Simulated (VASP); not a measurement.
# Si (C222_1) in VASP: single point with PBE

Aim: the single point of Si with PBE.

Everything below comes from runs of VASP 6.6.1. Logs are shortened: lines on timing, memory, paths and dates and some standing lists are left out, and cuts for length are marked.

## (1) The cell of the first run

It takes space group C222_1 (No. 20, orthorhombic). The conventional cell has a = 5.803 Å, b = 6.283 Å, c = 3.424 Å, α = 90.00°, β = 90.00°, γ = 90.00°. Within 2.9 Å of Si (site symmetry 1) lie 4 Si at 2.18 to 2.32 Å.

The cell was generated, and may not be a known phase.

## (2) Single point, PBE

Contents of INCAR:

```
  PREC = Accurate
  ENCUT = 500
  EDIFF = 1E-6
  ISMEAR = 0
  SIGMA = 0.1
  LREAL = F
  LASPH = T
  NELM = 120
  ALGO = Normal
  ISIF = 2
  LWAVE = F
  LCHARG = F
  GGA = PE
  NBANDS = 16
  GGA_COMPAT = F
```

Contents of KPOINTS:

```
regular mesh
0
Gamma
  4 4 6
```

Contents of POSCAR:

```
Si
1.0
    2.9016544500     -3.1417077200      0.0000000000
    2.9016544500      3.1417077200      0.0000000000
    0.0000000000      0.0000000000      3.4243864000
Si
4
Direct
    0.4726468500      0.1522683100      0.8654439000
    0.5273531500      0.8477316900      0.3654439000
    0.8477316900      0.5273531500      0.6345561000
    0.1522683100      0.4726468500      0.1345561000
```

Potentials or basis: VASP PAW PBE potentials, release 64 (Si).

Run with:

```
cat potpaw_PBE.64/Si/POTCAR > POTCAR
mpirun -np 1 vasp_std > vasp.out
```

OUTCAR:

```text
PREC = Accurate
   ENCUT = 500
   EDIFF = 1E-6
   ISMEAR = 0
   LREAL = F
   LASPH = T
   NELM = 120
   ISIF = 2
   GGA = PE

 ion  position               nearest neighbor table
   1  0.473  0.152  0.865-   2 2.18   2 2.18   4 2.21   3 2.32
   2  0.527  0.848  0.365-   1 2.18   1 2.18   3 2.21   4 2.32
   3  0.848  0.527  0.635-   4 2.18   4 2.18   2 2.21   1 2.32
   4  0.152  0.473  0.135-   3 2.18   3 2.18   1 2.21   2 2.32

  LATTYP: Found a base centered orthorhombic cell.
 ALAT       =     5.8033089000
 B/A-ratio  =     1.0827297923
 C/A-ratio  =     0.5900748106

  Lattice vectors:

 A1 = (   2.9016544500,  -3.1417077200,   0.0000000000)
 A2 = (   2.9016544500,   3.1417077200,   0.0000000000)
 A3 = (   0.0000000000,   0.0000000000,   3.4243864000)

Analysis of symmetry for initial positions (statically):
=====================================================================
 Subroutine PRICEL returns:
 Original cell was already a primitive cell.

 Routine SETGRP: Setting up the symmetry group for a
 base centered orthorhombic supercell.

 Subroutine GETGRP returns: Found  4 space group operations
 (whereof  2 operations were pure point group operations)
 out of a pool of  8 trial point group operations.

The static configuration has the point symmetry C_2 .
 The point group associated with its full space group is D_2 .

Analysis of symmetry for dynamics (positions and initial velocities):
=====================================================================
 Subroutine PRICEL returns:
 Original cell was already a primitive cell.

 Routine SETGRP: Setting up the symmetry group for a
 base centered orthorhombic supercell.

 Subroutine GETGRP returns: Found  4 space group operations
 (whereof  2 operations were pure point group operations)
 out of a pool of  8 trial point group operations.

The dynamic configuration has the point symmetry C_2 .
 The point group associated with its full space group is D_2 .

 Subroutine INISYM returns: Found  4 space group operations
 (whereof  2 operations are pure point group operations),
 and found     1 'primitive' translations

----------------------------------------------------------------------------------------

                                     Primitive cell

  volume of cell :      62.4344

  direct lattice vectors                    reciprocal lattice vectors
     2.901654450 -3.141707720  0.000000000     0.172315487 -0.159149114  0.000000000
     2.901654450  3.141707720  0.000000000     0.172315487  0.159149114  0.000000000
     0.000000000  0.000000000  3.424386400     0.000000000  0.000000000  0.292023120

  length of vectors
     4.276672298  4.276672298  3.424386400     0.234565700  0.234565700  0.292023120

  position of ions in fractional coordinates (direct lattice)
     0.472646850  0.152268310  0.865443900
     0.527353150  0.847731690  0.365443900
     0.847731690  0.527353150  0.634556100
     0.152268310  0.472646850  0.134556100

  ion indices of the primitive-cell ions
   primitive index   ion index
                 1           1
                 2           2
                 3           3
                 4           4

----------------------------------------------------------------------------------------

 KPOINTS: regular mesh

Automatic generation of k-mesh.
 Grid dimensions read from file:
 generate k-points for:    4    4    6

 Generating k-lattice:

  Cartesian coordinates                     Fractional coordinates (reciprocal lattice)
     0.043078872 -0.039787278  0.000000000     0.250000000  0.000000000  0.000000000
     0.043078872  0.039787278  0.000000000     0.000000000  0.250000000  0.000000000
     0.000000000  0.000000000  0.048670520     0.000000000  0.000000000  0.166666667

  Length of vectors
     0.058641425  0.058641425  0.048670520

  Shift w.r.t. Gamma in fractional coordinates (k-lattice)
     0.000000000  0.000000000  0.000000000

 Subroutine IBZKPT returns following result:
 ===========================================

 Found     28 irreducible k-points:

 Following reciprocal coordinates:
            Coordinates               Weight
  0.000000  0.000000  0.000000      1.000000
  0.250000  0.000000  0.000000      4.000000
  0.500000  0.000000  0.000000      2.000000
  0.250000  0.250000  0.000000      2.000000
  0.500000  0.250000  0.000000      4.000000
 -0.250000  0.250000  0.000000      2.000000
[... 16 lines left out ...]
  0.250000  0.000000  0.500000      4.000000
  0.500000  0.000000  0.500000      2.000000
 [... further k-points ...]
   k-points           NKPTS =     28   k-points in BZ     NKDIM =     28   number of bands    NBANDS=     16
   number of dos      NEDOS =    301   number of ions     NIONS =      4
   total plane-waves  NPLWV =  28672
   dimension x,y,z NGX =    32 NGY =   32 NGZ =   28
   dimension x,y,z NGXF=    64 NGYF=   64 NGZF=   56
   ions per type =               4
   NGX,Y,Z   is equivalent  to a cutoff of  12.44, 12.44, 13.59 a.u.
   NGXF,Y,Z  is equivalent  to a cutoff of  24.88, 24.88, 27.19 a.u.
 SYSTEM =  unknown system
   PREC   = accura    normal or accurate (medium, high low for compatibility)
   ISTART =      0    job   : 0-new  1-cont  2-samecut
   ICHARG =      2    charge: 1-file 2-atom 10-const
   ISPIN  =      1    spin polarized calculation?
   LNONCOLLINEAR =      F non collinear calculations
   LSORBIT =      F    spin-orbit coupling
   LASPH  =      T    aspherical Exc in radial PAW
   ENCUT  =  500.0 eV  36.75 Ry    6.06 a.u.   7.80  7.80  6.24*2*pi/ulx,y,z
   NELM   =    120;   NELMIN=  2; NELMDL= -5     # of ELM steps
   EDIFF  = 0.1E-05   stopping-criterion for ELM
   LREAL  =      F    real-space projection
[... 7 lines left out ...]
   TEBEG  =    0.0;   TEEND  =   0.0 temperature during run
   PSTRESS=    0.0 pullay stress
   NELECT =      16.0000    total number of electrons
   NUPDOWN=      -1.0000    fix difference up-down
   EMIN   =  10.00;   EMAX   =-10.00  energy-range for DOS
   EFERMI =   0.00;   METHOD = LEGACY
   ISMEAR =     0;   SIGMA  =   0.10  broadening in eV -4-tet -1-fermi 0-gaus
   EFERMI_NEDOS =   21; number of points for ismear=-14 and -15
   IALGO  =     38    algorithm
   IMIX   =      4    mixing-type and parameters
     AMIX     =   0.40;   BMIX     =  1.00
     AMIX_MAG =   1.60;   BMIX_MAG =  1.00
  volume/ion in A,a.u.               =      15.61       105.33
  Fermi-wavevector in a.u.,A,eV,Ry     =   1.039857  1.965044 14.712001  1.081302
  Thomas-Fermi vector in A             =   2.174406
   LORBIT       =      0    0 simple, 1 ext, 2 COOP (PROOUT), +10 PAW based schemes
   GGA     = PE    functional components
   LHFCALC =     F    Hartree Fock is set to
   AEXX    =    0.0000 exact exchange contribution
   IVDW    =     0    specifies the selected vdW correction
   LEPSILON=     F    determine dielectric tensor
   LRPA    =     F    only Hartree local field effects (RPA)
 non-spin polarized calculation
 Gauss-broadening in eV      SIGMA  =   0.10
  energy-cutoff  :      500.00
  volume of cell :       62.43
 maximum number of plane-waves:      1614
   NGX = 15   NGY = 15   NGZ = 13

 number of electron      16.0000001 magnetization

 Free energy of the ion-electron system (eV)
  ---------------------------------------------------
  ext. energy  EPLUGINS =         0.00000000
  ---------------------------------------------------
  free energy    TOTEN  =       -19.15635156 eV

  energy without entropy =      -19.15055915  energy(sigma->0) =      -19.15345536

 E-fermi :   8.7942     XC(G=0): -10.5206

 val. band max:        8.7781387742   @ k =   0.0000   0.0000   0.3333
 cond. band min:       8.8438255065   @ k =   0.5000   0.5000   0.0000
 fundamental gap:      0.0656867322
 Fermi energy:         8.7941988436

 k-point     1 :       0.0000    0.0000    0.0000
  band No.  band energies     occupation
      1      -5.3135      2.00000
      2       0.4523      2.00000
      3       2.0297      2.00000
      4       2.8018      2.00000
      5       4.6550      2.00000
      6       6.5452      2.00000
[... 8 lines left out ...]
     15      15.0919      0.00000
     16      15.5251      0.00000

 k-point     2 :       0.2500    0.0000    0.0000
  band No.  band energies     occupation
      1      -4.8737      2.00000
      2      -1.2330      2.00000
      3       2.4863      2.00000
      4       3.1844      2.00000
      5       5.6957      2.00000
      6       6.4093      2.00000
[... 8 lines left out ...]
     15      15.2144      0.00000
     16      15.9481      0.00000

 k-point     3 :       0.5000    0.0000    0.0000
  band No.  band energies     occupation
      1      -3.9604      2.00000
      2      -2.8850      2.00000
      3       3.1412      2.00000
      4       3.4106      2.00000
      5       5.2119      2.00000
      6       6.2059      2.00000
[... 8 lines left out ...]
     15      15.9425      0.00000
     16      16.0707      0.00000

 k-point     4 :       0.2500    0.2500    0.0000
  band No.  band energies     occupation
      1      -4.3833      2.00000
      2      -1.5296      2.00000
      3       0.2244      2.00000
      4       4.8248      2.00000
      5       5.9889      2.00000
      6       6.5695      2.00000
[... 8 lines left out ...]
     15      16.9263      0.00000
     16      17.0361      0.00000
[... 324 lines left out ...]
 k-point    22 :       0.0000    0.0000    0.5000
  band No.  band energies     occupation
      1      -2.3738      2.00000
      2      -2.3738      2.00000
      3       3.2925      2.00000
      4       3.2925      2.00000
      5       5.0728      2.00000
      6       5.0728      2.00000
[... 8 lines left out ...]
     15      14.8871      0.00000
     16      14.8871      0.00000

 k-point    23 :       0.2500    0.0000    0.5000
  band No.  band energies     occupation
      1      -1.9720      2.00000
      2      -1.9720      2.00000
      3       1.7867      2.00000
      4       1.7867      2.00000
      5       5.1204      2.00000
      6       5.1204      2.00000
[... 8 lines left out ...]
     15      16.7203      0.00000
     16      16.7203      0.00000

 k-point    24 :       0.5000    0.0000    0.5000
  band No.  band energies     occupation
      1      -1.2492      2.00000
      2      -1.2492      2.00000
      3       0.3610      2.00000
      4       0.3610      2.00000
      5       5.3368      2.00000
      6       5.3368      2.00000
[... 8 lines left out ...]
     15      16.7078      0.00000
     16      16.7078      0.00000

 [... further k-points ...]

------------------------ aborting loop because EDIFF is reached ----------------------------------------

  FORCE on cell =-STRESS in cart. coord.  units (eV):
  Direction    XX          YY          ZZ          XY          YZ          ZX
  --------------------------------------------------------------------------------------
  -------------------------------------------------------------------------------------
  Total        7.3759289     11.8847619     16.7395956      0.0000000      0.0000000      0.0000000
  in kB      189.2792798    304.9838474    429.5673976      0.0000000      0.0000000      0.0000000
  external PRESSURE =     307.9435083 kB  Pullay stress =       0.0000000 kB

 VOLUME and BASIS-vectors are now :
 -----------------------------------------------------------------------------
  energy-cutoff  :      500.00
  volume of cell :       62.43
      direct lattice vectors                 reciprocal lattice vectors
     2.901654450 -3.141707720  0.000000000     0.172315487 -0.159149114  0.000000000
     2.901654450  3.141707720  0.000000000     0.172315487  0.159149114  0.000000000
     0.000000000  0.000000000  3.424386400     0.000000000  0.000000000  0.292023120

 POSITION                                       TOTAL-FORCE (eV/Angst)
 -----------------------------------------------------------------------------------
      1.81329     -1.00654      2.96361         0.645656      0.187979     -0.361518
      3.99002      1.00654      1.25142        -0.645656     -0.187979     -0.361518
      3.99002     -1.00654      2.17297        -0.645656      0.187979      0.361518
      1.81329      1.00654      0.46077         0.645656     -0.187979      0.361518
 -----------------------------------------------------------------------------------
    total drift:                                0.000000      0.000000     -0.000000

  FREE ENERGIE OF THE ION-ELECTRON SYSTEM (eV)
  ---------------------------------------------------
  free  energy   TOTEN  =       -19.1563515641 eV

  energy  without entropy=      -19.1505591483  energy(sigma->0) =      -19.15345536
```

It took 16 s on 1 thread of Intel Xeon Platinum 8259CL at 2.50GHz (Skylake/Cascade Lake), shared host; peak memory 0.17 GiB.

What came out:

- Free energy: -19.1564 eV
- Pressure: 30.8 GPa
- Largest force: 0.763 eV/Å
- Band gap on the k mesh: zero (bands 8 and 9 overlap by 0.97 eV)

Forces on the atoms (eV/Å):
```
Si   0.646  0.188 -0.362
Si  -0.646 -0.188 -0.362
Si  -0.646  0.188  0.362
Si   0.646 -0.188  0.362
```

Stress tensor (GPa, compression positive):
```
18.93  0.00  0.00
 0.00 30.50  0.00
 0.00  0.00 42.96
```

Levels at points of the mesh, in eV from the Fermi level:
```tsv
k point	band 5	band 6	band 7	band 8	band 9	band 10	band 11	band 12
(0.00, 0.00, 0.00)	-4.14	-2.25	-2.10	-0.70	1.47	2.71	3.42	3.67
(0.50, 0.00, 0.00)	-3.58	-2.59	-1.58	-1.20	0.70	2.03	2.64	4.76
(0.50, 0.50, 0.00)	-1.21	-1.16	-0.83	0.05	2.87	2.87	3.41	3.95
(0.00, 0.00, 0.50)	-3.72	-3.72	-3.07	-3.07	-0.56	-0.56	3.92	3.92
(0.50, 0.00, 0.50)	-3.46	-3.46	-1.80	-1.80	0.28	0.28	1.44	1.44
(0.50, 0.50, 0.50)	-6.79	-6.79	-3.51	-3.51	4.13	4.13	6.13	6.13
```

Caveat: the k points lie up to 0.37 Å⁻¹ apart, too coarse for converged energies and pressures of a metal.

The gap in the log of VASP goes by the Fermi energy; the results here count the filled bands.